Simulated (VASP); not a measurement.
Set up this calculation in VASP 6.6.1, as the native input.

| Property | Result |
| --- | --- |
| Task | single point |
| Functional | PBE |
| Dispersion | D3(BJ) |
| Potentials or basis | VASP PAW PBE potentials, release 64 (Pt, O, C) |
| Cutoff | 520 eV |
| k mesh | 5 × 5 × 1 |
| Occupations | gaussian, width 0.1 eV |
| Spin | no spin polarisation |
| Dipole correction | yes |
| Further INCAR settings | ALGO = Normal; EDIFF = 1e-06; NBANDS = 78 |

The structure of Pt12CO lies in POSCAR:

```
Pt12CO
1.0
    5.5557316975      0.0000000000      0.0000000000
    0.0000000000      5.5557316975      0.0000000000
    0.0000000000      0.0000000000     22.6352243362
Pt O C
12 1 1
Direct
    0.2500000000      0.2500000000      0.1767157215
    0.2500000000      0.7500000000      0.1767157215
    0.7500000000      0.2500000000      0.1767157215
    0.7500000000      0.7500000000      0.1767157215
    0.0000000000      0.0000000000      0.2625492162
    0.0000000000      0.5000000000      0.2625492162
    0.5000000000      0.0000000000      0.2625492162
    0.5000000000      0.5000000000      0.2625492162
    0.2500000000      0.2500000000      0.3483607769
    0.2500000000      0.7500000000      0.3483607769
    0.7500000000      0.2500000000      0.3483607769
    0.7500000000      0.7500000000      0.3483607769
    0.3333333333      0.4166666667      0.4808975681
    0.3333333333      0.4166666667      0.5317033380
```

The input as run:

INCAR

```
PREC     = Accurate       # precision mode
ENCUT    = 520            # plane-wave cutoff, eV
EDIFF    = 1E-6           # SCF threshold, eV
ISMEAR   = 0              # smearing method
SIGMA    = 0.1            # smearing width, eV
LREAL    = F              # projectors in reciprocal space
LASPH    = T              # aspherical terms in the spheres
NELM     = 100            # most SCF steps
ALGO     = Normal         # electronic algorithm
ISIF     = 2              # what is computed and relaxed
LWAVE    = F              # write WAVECAR
LCHARG   = F              # write CHGCAR
LDIPOL   = T            
IDIPOL   = 3            
DIPOL    = 0.5 0.5 0.297
GGA      = PE             # functional
IVDW     = 12             # dispersion correction
NBANDS   = 78             # bands
```

KPOINTS

```
regular mesh
0
Gamma
  5 5 1
```

Potentials or basis: VASP PAW PBE potentials, release 64 (Pt, O, C).

The run is started by

```bash
$ cat potpaw_PBE.64/Pt/POTCAR potpaw_PBE.64/O/POTCAR potpaw_PBE.64/C/POTCAR > POTCAR
$ mpirun -np 1 vasp_std > vasp.out
```

Results of the run:

The largest force is 0.774 eV/Å and the band gap on the k mesh is zero (bands 65 and 66 overlap by 0.20 eV). The dispersion energy per atom is -0.422 eV.

Caveat: spin-orbit coupling is left out, which moves the levels of the heavy elements.

It took 23 min on 1 thread of Intel(R) Xeon(R) 6975P-C (Granite Rapids), with other jobs on the host, peak memory 0.94 GiB.
